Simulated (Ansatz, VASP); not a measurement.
**One calculation of Sn, two programs**

```
Sn
1.0
     0.00000    3.23704    3.23704
     3.23704    0.00000    3.23704
     3.23704    3.23704    0.00000
Sn
2
Direct
  0.50000 0.50000 0.50000
  0.75000 0.75000 0.75000
```

Alike in both runs: functional LDA; k mesh 12 × 12 × 12; occupations gaussian, width 0.1 eV; no spin polarisation.

Ansatz relaxed the structure, and its values are those at the end. VASP's run is a single point on that final structure, the one shown.

|  | VASP | Ansatz |
| --- | --- | --- |
| version | VASP 6.6.1 | Ansatz 0.2.0 |
| potentials or method | VASP PAW LDA potentials, release 64 (Sn_d), cutoff 500 eV | scalar-relativistic, plane waves, PAW |
| valence electrons in the cell | 28 | 28 |

|  | VASP | Ansatz | Ansatz less VASP |
| --- | --- | --- | --- |
| gap on the k mesh at the Fermi level (eV) | none | none | - |
| pressure (GPa) | 0.0 | 0.0 | -0.01 |

LDA's correlation is that of Perdew and Zunger in VASP and of Perdew and Wang (1992) in Ansatz. A gap of «none» marks a metal or a gap that the smearing closes.
